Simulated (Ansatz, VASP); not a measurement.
One calculation of AlN, two programs

```xyz
8
Lattice="-3.1136 0.0000 0.0000 0.0000 5.3928 0.0000 1.5568 -2.6964 -4.9834" Properties=species:S:1:pos:R:3 pbc="T T T"
Al   -1.5568   -0.9248   -4.9758
Al    0.0000    1.7716   -4.9758
Al    0.0000    3.6212   -2.4842
Al   -1.5568    0.9248   -2.4842
N    -1.5568   -0.9548   -3.0722
N     0.0000    1.7416   -3.0722
N     0.0000    3.6512   -0.5806
N    -1.5568    0.9548   -0.5806
```

Alike in both runs: task single point; functional PBEsol; k mesh 8 × 8 × 8; occupations gaussian, width 0.05 eV; no spin polarisation.

|  | VASP | Ansatz |
| --- | --- | --- |
| version | VASP 6.6.1 | Ansatz 0.2.0 |
| potentials or method | VASP PAW PBE potentials, release 64 (Al, N) | scalar-relativistic, plane waves, PAW |
| plane-wave cutoff (eV) | 520 | 420 |
| valence electrons in the cell | 32 | 32 |

```csv
,VASP,Ansatz,Ansatz less VASP
gap on the k mesh at the Fermi level (eV),4.09,4.07,-0.016
pressure (GPa),0.9,0.9,-0.03
"traceless stress, the component that is largest in VASP (GPa)",6.24,6.16,-0.085
rms of the force components (eV/Å),0.585,0.580,-0.0051
```

VASP's potentials were made for PBE, not for PBEsol, and Ansatz warns of the same on its side. Atom by atom the forces differ by 0.005 eV/Å (rms over components). With one functional, cell and mesh, what is left measures potentials, basis and numerics.
